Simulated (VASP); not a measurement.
A run of VASP 6.6.1:

Contents of INCAR:

```
SYSTEM = Te
PREC = Accurate
ENCUT = 400
EDIFF = 1E-6
ISMEAR = 0
SIGMA = 0.005
LREAL = .False.
LASPH = .True.
NELM = 200
ALGO = Normal
ISIF = 2
LWAVE = .False.
LCHARG = .False.
ISPIN = 2
MAGMOM = 2
LORBIT = 11
GGA = RE
IVDW = 12
NBANDS = 13
GGA_COMPAT = .False.
NELMDL = -8
```

The input KPOINTS:

```
Automatic mesh
0
Gamma
  1 1 1
  0 0 0
```

File POSCAR:

```
Te
1.0
   10.5000000000      0.0000000000      0.0000000000
    0.0000000000     11.0000000000      0.0000000000
    0.0000000000      0.0000000000     11.5000000000
Te
1
Direct
    0.5000000000      0.5045454500      0.5000000000
```

Potentials or basis: VASP PAW PBE potentials, release 64 (Te).

Command:

```sh
$ cat potpaw_PBE.64/Te/POTCAR > POTCAR
$ mpirun -np 1 vasp_gam > vasp.out
```

Hardware: 1 thread of Intel(R) Xeon(R) 6975P-C (Granite Rapids) (shared host).

Task: How long does it take, and how much memory?

Result: It took 78 s on 1 thread of Intel(R) Xeon(R) 6975P-C (Granite Rapids), with other jobs on the host, peak memory 0.99 GiB. Counts: scf iterations 29, k points 1.
